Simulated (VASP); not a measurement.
Here is a VASP 6.6.1 calculation.

The input INCAR:

```
ALGO = Normal
EDIFF = 1E-6
ENCUT = 500
GGA = PE
GGA_COMPAT = False
ISIF = 2
ISMEAR = 0
LASPH = True
LCHARG = True
LELF = True
LREAL = False
LVHAR = True
LWAVE = False
NBANDS = 20
NELM = 120
PREC = Accurate
SIGMA = 0.01
```

KPOINTS

```
k-points
0
Gamma
  3 2 1
```

Contents of POSCAR:

```
Te
1.0
    3.1307690000      0.0000000000      0.0000000000
    0.0000000000      4.7429080000      0.0000000000
    0.0000000000      0.0000000000      8.9856130000
Te
4
Direct
    0.5000000000      0.0125320000      0.5091860000
    0.5000000000      0.9874680000      0.0091860000
    0.5000000000      0.4547290000      0.2608140000
    0.5000000000      0.5452710000      0.7608140000
```

Potentials or basis: VASP PAW PBE potentials, release 64 (Te).

Run with:

```bash
$ cat potpaw_PBE.64/Te/POTCAR > POTCAR
$ mpirun -np 1 vasp_std > vasp.out
```

Question: Predict the band gap on the k mesh.

Answer: Zero (band 12 reaches 8.29 eV, above the bottom of band 13 at 4.80 eV).

Question: Estimate the pressure.

Answer: -2.0 GPa.

Question: Estimate the largest force.

Answer: 1.125 eV/Å.

Forces on the atoms (eV/Å):
```
Te   0.000 -0.011 -1.069
Te   0.000  0.011 -1.069
Te   0.000  0.350  1.069
Te   0.000 -0.350  1.069
```

Caveat: the k points lie up to 0.70 Å⁻¹ apart; spin-orbit coupling is left out, which moves the levels of the heavy elements; forces of over 1 eV/Å act on the atoms, so gaps and moduli don't describe the material at rest.
